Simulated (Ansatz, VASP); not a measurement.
## CoO in VASP and in Ansatz

```
Co O
1.0
     2.66125    0.00000    0.00000
     0.00000    2.66125    0.00000
     0.00000    0.00000    2.66125
Co O
1 1
Direct
  0.00000 0.00000 0.00000
  0.50000 0.50000 0.50000
```

Alike in both runs: functional PBE; k mesh 10 × 10 × 10; occupations gaussian, width 0.02 eV; collinear spin; Hubbard terms Co d U = 3.32 eV.

Ansatz relaxed the structure, and its values are those at the end. VASP's run is a single point on that final structure, the one shown.

```csv
,VASP,Ansatz
version,VASP 6.6.1,Ansatz 0.2.0
potentials or method,"VASP PAW PBE potentials, release 64 (Co, O), cutoff 520 eV","scalar-relativistic, plane waves, PAW"
valence electrons in the cell,15,23
```

VASP gave:

| Item | Value |
| --- | --- |
| gap on the k mesh at the Fermi level (eV) | 1.03 |
| least direct gap on the mesh (eV) | 1.61 |
| pressure (GPa) | -3.8 |
| net moment per atom (μB) | 1.50 |
| size of the moment on the site where the two differ most (μB) | 2.69 |

Task: Estimate Ansatz's values.

Result: gap on the k mesh at the Fermi level (eV): 0.87; least direct gap on the mesh (eV): 1.63; pressure (GPa): 0.0; net moment per atom (μB): 1.50; size of the moment on the site where the two differ most (μB): 2.61.

Site moments also hang on the region over which each program counts them. The programs project onto different local orbitals, so the same U acts differently, and such runs can settle in different states. VASP's potentials hold 15 valence electrons a cell and Ansatz's 23, so a difference there can come from the potentials and not from the codes.
